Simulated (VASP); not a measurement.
Input of a VASP 6.6.1 run:

Contents of POSCAR:

```
GdO
1.0
    2.8018137600      0.0000000000      0.0000000000
    0.0000000000      2.8018137600      0.0000000000
    0.0000000000      0.0000000000      2.8018137600
Gd O
1 1
Direct
    0.0000000000      0.0000000000      0.0000000000
    0.5000000000      0.5000000000      0.5000000000
```

The input INCAR.step1:

```
ALGO = Normal
EDIFF = 1E-4
ENCUT = 520
GGA = PE
ISMEAR = -1
ISPIN = 2
LASPH = T
LCHARG = F
LMAXMIX = 6
LREAL = F
LWAVE = T
MAGMOM = 7 0
NBANDS = 23
NELM = 150
PREC = Accurate
SIGMA = 0.05
```

INCAR.step2

```
ALGO = Normal
EDIFF = 1E-6
ENCUT = 520
ISIF = 2
ISMEAR = -1
ISPIN = 2
ISTART = 1
LASPH = T
LCHARG = T
LELF = T
LMAXMIX = 6
LMIXTAU = T
LORBIT = 11
LREAL = F
LVHAR = T
LWAVE = F
MAGMOM = 7 0
METAGGA = R2SCAN
NBANDS = 23
NELM = 150
PREC = Accurate
SIGMA = 0.05
```

The input KPOINTS:

```
k-points
0
Gamma
  9 9 9
```

Potentials or basis: VASP PAW PBE potentials, release 64 (Gd, O).

Command:

```bash
$ cat potpaw_PBE.64/Gd/POTCAR potpaw_PBE.64/O/POTCAR > POTCAR
$ cp INCAR.step1 INCAR
$ mpirun -np 1 vasp_std > vasp.out
$ cp INCAR.step2 INCAR
$ mpirun -np 1 vasp_std > vasp.out
```

**Question.** Estimate the net moment.

**Answer.** 7.47 μB per cell.

**Question.** Predict the pressure.

**Answer.** 49.5 GPa.

**Question.** Predict the site moments.

**Answer.** Gd +7.05; O -0.01 μB.

Caveat: the PAW data sets were made with another functional, which shifts forces and pressure a little; a cell with one magnetic atom can't hold antiferromagnetic order, which such compounds often take. The state reached can hang on the start; a lower one may exist.
